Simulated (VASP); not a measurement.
**Ni: single point with PBE**

Crystal: Ni.

```
Ni
1.0
    -1.77715   -3.55430   -1.77715
    -1.77715    0.00000   -1.77715
     1.77715    0.00000   -1.77715
Ni
2
Direct
  0.00000 0.00000 0.00000
  0.50000 0.00000 0.50000
```

```json
{
  "Program": "VASP 6.6.1",
  "Task": "single point",
  "Functional": "PBE",
  "Potentials or basis": "VASP PAW PBE potentials, release 64 (Ni)",
  "Cutoff": "520 eV",
  "k mesh": "7 × 12 × 10",
  "Occupations": "fermi-dirac, width 0.1 eV",
  "Spin": "collinear spin, ferromagnetic start",
  "Starting moments": "[0.4, 0.4] μB"
}
```

```yaml
Pressure: -5.2 GPa
Net_moment: 1.27 μB per cell
Site_moments: Ni +0.65 μB
Valence_electrons_inside_the_program's_atomic_spheres: Ni 9.26
```

Stress tensor (GPa, compression positive):
```
-5.20 -0.01  0.07
-0.01 -5.24 -0.01
 0.07 -0.01 -5.20
```

Levels at points of the mesh, in eV from the Fermi level:
Spin up:
| k point | band 9 | band 10 | band 11 | band 12 | band 13 | band 14 |
| --- | --- | --- | --- | --- | --- | --- |
| (0.00, 0.00, 0.00) | -0.56 | -0.47 | -0.47 | 2.44 | 8.95 | 14.54 |
| (0.00, 0.50, 0.00) | -0.60 | -0.60 | -0.23 | -0.23 | 5.45 | 5.45 |
| (0.00, 0.00, 0.50) | -1.35 | -1.35 | 0.90 | 0.90 | 11.27 | 11.27 |
| (0.00, 0.50, 0.50) | -0.48 | -0.48 | 7.56 | 7.56 | 7.57 | 7.57 |
Spin down:
```
           k point  band 7  band 8  band 9  band 10  band 11  band 12  band 13  band 14
(0.00, 0.00, 0.00)   -0.63   -0.62    0.08     0.38     0.38     2.40     9.20    14.55
(0.00, 0.50, 0.00)   -0.29   -0.29    0.16     0.16     0.16     0.16     5.87     5.87
(0.00, 0.00, 0.50)   -1.07   -1.07   -0.54    -0.54     1.49     1.49    11.45    11.45
(0.00, 0.50, 0.50)   -0.71   -0.71    0.39     0.39     7.74     7.74     7.74     7.74
```

Run time: 4.8 min on 1 thread of Intel Xeon 6455B (shared host), peak memory 0.36 GiB.

Caveat: the cell stands under tension.
